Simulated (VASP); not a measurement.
# AsH3 (P1) in VASP: single point with r2SCAN

Aim: the single point of AsH3 with r2SCAN.

All numbers are computed with VASP 6.6.1; they aren't measurements. Logs are shortened: lines on timing, memory, paths and dates and some standing lists are left out, and cuts for length are marked.

**1. The cell of the first run**

The typed cell holds 16 atoms: a = 6.450 Å, b = 6.444 Å, c = 6.444 Å, α = 90.00°, β = 90.01°, γ = 90.02°.

**2. Single point, r2SCAN**

POSCAR reads:

```
AsH3
1.0
    6.4503020000     -0.0012460000     -0.0004960000
   -0.0012460000      6.4437210000     -0.0002620000
   -0.0004960000     -0.0002620000      6.4436270000
As H
4 12
Direct
    0.2514630000      0.2518980000      0.2507360000
    0.2499760000      0.7489130000      0.7477420000
    0.7511470000      0.7547640000      0.2512460000
    0.7465790000      0.2503040000      0.7500060000
    0.1829130000      0.4970050000      0.0011930000
    0.9995400000      0.6839940000      0.4997350000
    0.8159980000      0.4965540000      0.9979710000
    0.0016990000      0.3142240000      0.4979270000
    0.9977550000      0.1851060000      0.4965930000
    0.4967980000      0.0025310000      0.6839620000
    0.9975970000      0.8168170000      0.5037910000
    0.5017770000      0.0022560000      0.3134630000
    0.3190300000      0.4990060000      0.0005940000
    0.5032860000      0.0039110000      0.1835250000
    0.6823370000      0.4990280000      0.9997800000
    0.5025950000      0.9973910000      0.8194420000
```

INCAR.step1 reads:

```
ALGO = Normal ; EDIFF = 1E-4
ENCUT = 520 ; GGA = PE
ISMEAR = -5 ; LASPH = True
LCHARG = False ; LREAL = Auto
LWAVE = True ; NBANDS = 30
NELM = 100 ; PREC = Accurate
SIGMA = 0.1
```

INCAR.step2 reads:

```
ALGO = Normal ; EDIFF = 1E-6
ENCUT = 520 ; ISIF = 2
ISMEAR = -5 ; ISTART = 1
LASPH = True ; LCHARG = False
LMIXTAU = True ; LREAL = Auto
LWAVE = False ; METAGGA = R2SCAN
NBANDS = 30 ; NELM = 100
PREC = Accurate ; SIGMA = 0.1
```

KPOINTS reads:

```
k-points
0
Gamma
  3 3 3
```

Potentials or basis: VASP PAW PBE potentials, release 64 (As, H).

Launch:

```bash
$ cat potpaw_PBE.64/As/POTCAR potpaw_PBE.64/H/POTCAR > POTCAR
$ cp INCAR.step1 INCAR
$ mpirun -np 1 vasp_std > vasp.out
$ cp INCAR.step2 INCAR
$ mpirun -np 1 vasp_std > vasp.out
```

OUTCAR:

```text
EDIFF = 1E-6
   ENCUT = 520
   ISIF = 2
   ISMEAR = -5
   ISTART = 1
   LASPH = True
   LREAL = Auto
   METAGGA = R2SCAN
   NELM = 100
   PREC = Accurate

 ion  position               nearest neighbor table
   1  0.251  0.252  0.251-
   2  0.250  0.749  0.748-
   3  0.751  0.755  0.251-
   4  0.747  0.250  0.750-
   5  0.183  0.497  0.001-  13 0.88
   6  1.000  0.684  0.500-  11 0.86
   7  0.816  0.497  0.998-  15 0.86
   8  0.002  0.314  0.498-   9 0.83
   9  0.998  0.185  0.497-   8 0.83
  10  0.497  0.003  0.684-  16 0.87
  11  0.998  0.817  0.504-   6 0.86
  12  0.502  0.002  0.313-  14 0.84
  13  0.319  0.499  0.001-   5 0.88
  14  0.503  0.004  0.184-  12 0.84
  15  0.682  0.499  1.000-   7 0.86
  16  0.503  0.997  0.819-  10 0.87

  LATTYP: Found a triclinic cell.
 ALAT       =     9.1156902093
 B/A-ratio  =     0.7068824168
 C/A-ratio  =     0.7068720938
 COS(alpha) =     0.0000813052
 COS(beta)  =     0.0001663474
 COS(gamma) =     0.7066089046

  Lattice vectors:

 A1 = (  -6.4490560000,  -6.4424750000,   0.0007580000)
 A2 = (   0.0012460000,  -6.4437210000,   0.0002620000)
 A3 = (  -0.0004960000,  -0.0002620000,   6.4436270000)

Analysis of symmetry for initial positions (statically):
=====================================================================
 Subroutine PRICEL returns:
 Original cell was already a primitive cell.

 Routine SETGRP: Setting up the symmetry group for a
 triclinic supercell.

 Subroutine GETGRP returns: Found  1 space group operations
 (whereof  1 operations were pure point group operations)
 out of a pool of  2 trial point group operations.

The static configuration has the point symmetry C_1 .

Analysis of symmetry for dynamics (positions and initial velocities):
=====================================================================
 Subroutine PRICEL returns:
 Original cell was already a primitive cell.

 Routine SETGRP: Setting up the symmetry group for a
 triclinic supercell.

 Subroutine GETGRP returns: Found  1 space group operations
 (whereof  1 operations were pure point group operations)
 out of a pool of  2 trial point group operations.

The dynamic configuration has the point symmetry C_1 .

 Subroutine INISYM returns: Found  1 space group operations
 (whereof  1 operations are pure point group operations),
 and found     1 'primitive' translations

----------------------------------------------------------------------------------------

                                     Primitive cell

  volume of cell :     267.8226

  direct lattice vectors                    reciprocal lattice vectors
     6.450302000 -0.001246000 -0.000496000     0.155031508  0.000029978  0.000011935
    -0.001246000  6.443721000 -0.000262000     0.000029978  0.155189841  0.000006312
    -0.000496000 -0.000262000  6.443627000     0.000011935  0.000006312  0.155192100

  length of vectors
     6.450302139  6.443721126  6.443627024     0.155031511  0.155189844  0.155192101

  position of ions in fractional coordinates (direct lattice)
     0.251463000  0.251898000  0.250736000
     0.249976000  0.748913000  0.747742000
     0.751147000  0.754764000  0.251246000
     0.746579000  0.250304000  0.750006000
     0.182913000  0.497005000  0.001193000
     0.999540000  0.683994000  0.499735000
[... 8 lines left out ...]
     0.682337000  0.499028000  0.999780000
     0.502595000  0.997391000  0.819442000

  ion indices of the primitive-cell ions
   primitive index   ion index
                 1           1
                 2           2
                 3           3
                 4           4
                 5           5
                 6           6
[... 8 lines left out ...]
                15          15
                16          16

----------------------------------------------------------------------------------------

 KPOINTS: k-points

Automatic generation of k-mesh.
 Grid dimensions read from file:
 generate k-points for:    3    3    3

 Generating k-lattice:

  Cartesian coordinates                     Fractional coordinates (reciprocal lattice)
     0.051677169  0.000009993  0.000003978     0.333333333 -0.000000000  0.000000000
     0.000009993  0.051729947  0.000002104    -0.000000000  0.333333333 -0.000000000
     0.000003978  0.000002104  0.051730700    -0.000000000 -0.000000000  0.333333333

  Length of vectors
     0.051677170  0.051729948  0.051730700

  Shift w.r.t. Gamma in fractional coordinates (k-lattice)
     0.000000000  0.000000000  0.000000000

 TETIRR: Found     78 inequivalent tetrahedra from      162

 Subroutine IBZKPT returns following result:
 ===========================================

 Found     14 irreducible k-points:

 Following reciprocal coordinates:
            Coordinates               Weight
  0.000000  0.000000  0.000000      1.000000
  0.333333 -0.000000 -0.000000      2.000000
 -0.000000  0.333333  0.000000      2.000000
  0.333333  0.333333 -0.000000      2.000000
 -0.333333  0.333333  0.000000      2.000000
 -0.000000  0.000000  0.333333      2.000000
  0.333333  0.000000  0.333333      2.000000
 -0.333333  0.000000  0.333333      2.000000
 -0.000000  0.333333  0.333333      2.000000
  0.333333  0.333333  0.333333      2.000000
 -0.333333  0.333333  0.333333      2.000000
  0.000000 -0.333333  0.333333      2.000000
  0.333333 -0.333333  0.333333      2.000000
 -0.333333 -0.333333  0.333333      2.000000
   k-points           NKPTS =     14   k-points in BZ     NKDIM =     14   number of bands    NBANDS=     30
   number of dos      NEDOS =    301   number of ions     NIONS =     16
   total plane-waves  NPLWV = 110592
   dimension x,y,z NGX =    48 NGY =   48 NGZ =   48
   dimension x,y,z NGXF=    96 NGYF=   96 NGZF=   96
   ions per type =               4  12
   NGX,Y,Z   is equivalent  to a cutoff of  12.37, 12.38, 12.38 a.u.
   NGXF,Y,Z  is equivalent  to a cutoff of  24.74, 24.77, 24.77 a.u.
 SYSTEM =  unknown system
   PREC   = accura    normal or accurate (medium, high low for compatibility)
   ISTART =      1    job   : 0-new  1-cont  2-samecut
   ICHARG =      0    charge: 1-file 2-atom 10-const
   ISPIN  =      1    spin polarized calculation?
   LNONCOLLINEAR =      F non collinear calculations
   LSORBIT =      F    spin-orbit coupling
   LASPH  =      T    aspherical Exc in radial PAW
   ENCUT  =  520.0 eV  38.22 Ry    6.18 a.u.  11.99 11.98 11.98*2*pi/ulx,y,z
   NELM   =    100;   NELMIN=  2; NELMDL=  0     # of ELM steps
   EDIFF  = 0.1E-05   stopping-criterion for ELM
   LREAL  =      T    real-space projection
   EDIFFG = 0.1E-04   stopping-criterion for IOM
   NSW    =      0    number of steps for IOM
   IBRION =     -1    ionic relax: 0-MD 1-quasi-New 2-CG
   NFREE  =      0    steps in history (QN), initial steepest desc. (CG)
   ISIF   =      2    stress and relaxation
   ISYM   =      2    0-nonsym 1-usesym 2-fastsym
   POTIM  = 0.5000    time-step for ionic-motion
   TEBEG  =    0.0;   TEEND  =   0.0 temperature during run
   PSTRESS=    0.0 pullay stress
   NELECT =      32.0000    total number of electrons
   NUPDOWN=      -1.0000    fix difference up-down
   EMIN   =  10.00;   EMAX   =-10.00  energy-range for DOS
   EFERMI =   0.00;   METHOD = LEGACY
   ISMEAR =    -5;   SIGMA  =   0.10  broadening in eV -4-tet -1-fermi 0-gaus
   EFERMI_NEDOS =   21; number of points for ismear=-14 and -15
   IALGO  =     38    algorithm
   IMIX   =      4    mixing-type and parameters
     AMIX     =   0.40;   BMIX     =  1.00
     AMIX_MAG =   1.60;   BMIX_MAG =  1.00
  volume/ion in A,a.u.               =      16.74       112.96
  Fermi-wavevector in a.u.,A,eV,Ry     =   0.806323  1.523730  8.845922  0.650157
  Thomas-Fermi vector in A             =   1.914734
   LORBIT       =      0    0 simple, 1 ext, 2 COOP (PROOUT), +10 PAW based schemes
   METAGGA = R2SCAN    functional components
   LHFCALC =     F    Hartree Fock is set to
   AEXX    =    0.0000 exact exchange contribution
   IVDW    =     0    specifies the selected vdW correction
   LEPSILON=     F    determine dielectric tensor
   LRPA    =     F    only Hartree local field effects (RPA)
 non-spin polarized calculation
 Fermi weights with tetrahedron method with Bloechl corrections
  energy-cutoff  :      520.00
  volume of cell :      267.82
 maximum number of plane-waves:      7227
   NGX = 23   NGY = 23   NGZ = 23

 number of electron      32.0000003 magnetization

 Free energy of the ion-electron system (eV)
  ---------------------------------------------------
  ext. energy  EPLUGINS =         0.00000000
  ---------------------------------------------------
  free energy    TOTEN  =       -84.23678059 eV

  energy without entropy =      -84.23678059  energy(sigma->0) =      -84.23678059

 E-fermi :  -0.8494     XC(G=0):  -7.2610

 val. band max:       -0.7555824170   @ k =   0.0000   0.0000   0.0000
 cond. band min:      -0.8720782633   @ k =  -0.0000   0.0000   0.3333
 fundamental gap:     -0.1164958463
 Fermi energy:        -0.8493900936

 k-point     1 :       0.0000    0.0000    0.0000
  band No.  band energies     occupation
      1     -12.5730      2.00000
      2     -11.4245      2.00000
      3     -11.4029      2.00000
      4     -11.3575      2.00000
      5      -9.1992      2.00000
      6      -9.1171      2.00000
[... 20 lines left out ...]
     27       4.2664      0.00000
     28       4.2886      0.00000

 k-point     2 :       0.3333   -0.0000   -0.0000
  band No.  band energies     occupation
      1     -12.3537      2.00000
      2     -11.7931      2.00000
      3     -11.6459      2.00000
      4     -11.0638      2.00000
      5      -8.9861      2.00000
      6      -8.9193      2.00000
[... 20 lines left out ...]
     27       4.9347      0.00000
     28       5.0398      0.00000

 k-point     3 :      -0.0000    0.3333    0.0000
  band No.  band energies     occupation
      1     -12.3562      2.00000
      2     -11.8023      2.00000
      3     -11.6298      2.00000
      4     -11.0611      2.00000
      5      -9.0517      2.00000
      6      -8.9078      2.00000
[... 20 lines left out ...]
     27       4.9357      0.00000
     28       5.0986      0.00000

 k-point     4 :       0.3333    0.3333   -0.0000
  band No.  band energies     occupation
      1     -12.2016      2.00000
      2     -11.8771      2.00000
      3     -11.5558      2.00000
      4     -11.3448      2.00000
      5      -8.8090      2.00000
      6      -8.5771      2.00000
[... 247 lines left out ...]
      6      -8.5924      2.00000
[... 20 lines left out ...]
     27       5.0681      0.00000
     28       5.1423      0.00000

 k-point    13 :       0.3333   -0.3333    0.3333
  band No.  band energies     occupation
      1     -12.0641      2.00000
      2     -11.9650      2.00000
      3     -11.6176      2.00000
      4     -11.2809      2.00000
      5      -8.9822      2.00000
      6      -8.7412      2.00000
[... 20 lines left out ...]
     27       5.0875      0.00000
     28       5.4500      0.00000

 k-point    14 :      -0.3333   -0.3333    0.3333
  band No.  band energies     occupation
      1     -12.0656      2.00000
      2     -11.9572      2.00000
      3     -11.6384      2.00000
      4     -11.2618      2.00000
      5      -9.0161      2.00000
      6      -8.7385      2.00000
[... 20 lines left out ...]
     27       5.0989      0.00000
     28       5.4693      0.00000
 [bands above 28 left out]

------------------------ aborting loop because EDIFF is reached ----------------------------------------

  FORCE on cell =-STRESS in cart. coord.  units (eV):
  Direction    XX          YY          ZZ          XY          YZ          ZX
  --------------------------------------------------------------------------------------
  -------------------------------------------------------------------------------------
  Total       -7.0302244     -6.6059097     -6.6031900     -0.2112698      0.1077350     -0.1863389
  in kB      -42.0564511    -39.5181010    -39.5018312     -1.2638657      0.6444959     -1.1147230
  external PRESSURE =     -40.3587944 kB  Pullay stress =       0.0000000 kB

 VOLUME and BASIS-vectors are now :
 -----------------------------------------------------------------------------
  energy-cutoff  :      520.00
  volume of cell :      267.82
      direct lattice vectors                 reciprocal lattice vectors
     6.450302000 -0.001246000 -0.000496000     0.155031508  0.000029978  0.000011935
    -0.001246000  6.443721000 -0.000262000     0.000029978  0.155189841  0.000006312
    -0.000496000 -0.000262000  6.443627000     0.000011935  0.000006312  0.155192100

 POSITION                                       TOTAL-FORCE (eV/Angst)
 -----------------------------------------------------------------------------------
      1.62157      1.62278      1.61546         0.029960      0.090330     -0.072148
      1.61112      4.82528      4.81785         0.072528     -0.030709     -0.074062
      4.84406      4.86249      1.61837         0.064316      0.111432      0.021805
      4.81498      1.61176      4.83232        -0.201791     -0.078819      0.107715
      1.17922      3.20233      0.00747         1.506263     -0.007778      0.030184
      6.44623      4.40609      3.21943        -0.049101      1.145936      0.019168
[... 8 lines left out ...]
      4.40016      3.21449      6.44174         1.380587     -0.018438     -0.009784
      3.24024      6.42607      5.27967         0.000990      0.089965     -1.406207
 -----------------------------------------------------------------------------------
    total drift:                               -0.002868      0.000640     -0.001733

  FREE ENERGIE OF THE ION-ELECTRON SYSTEM (eV)
  ---------------------------------------------------
  free  energy   TOTEN  =       -84.2367805860 eV

  energy  without entropy=      -84.2367805860  energy(sigma->0) =      -84.23678059
```

Wall time 6.8 min (1 thread of Intel Xeon 6975P-C, shared host); peak memory 0.37 GiB.

Results:

| Item | Value |
| --- | --- |
| Free energy | -84.2368 eV |
| Pressure | -4.0 GPa |
| Largest force | 1.524 eV/Å |
| Band gap on the k mesh | zero (band 16 reaches -0.74 eV, above the bottom of band 17 at -0.87 eV) |

Forces in eV/Å, atoms in the order of the input:
```
As   0.030  0.090 -0.072
As   0.073 -0.031 -0.074
As   0.064  0.111  0.022
As  -0.202 -0.079  0.108
H    1.506 -0.008  0.030
H   -0.049  1.146  0.019
H   -1.350 -0.020 -0.011
H    0.019 -0.911 -0.024
H   -0.002  0.915  0.022
H    0.040 -0.046  1.399
H    0.009 -1.186 -0.009
H    0.051 -0.040 -0.877
H   -1.524 -0.024  0.018
H   -0.046  0.010  0.867
H    1.381 -0.018 -0.010
H    0.001  0.090 -1.406
```

Caveat: the PAW data sets were made with another functional, which shifts forces and pressure a little; tetrahedron occupations give inexact forces and stress in metals.
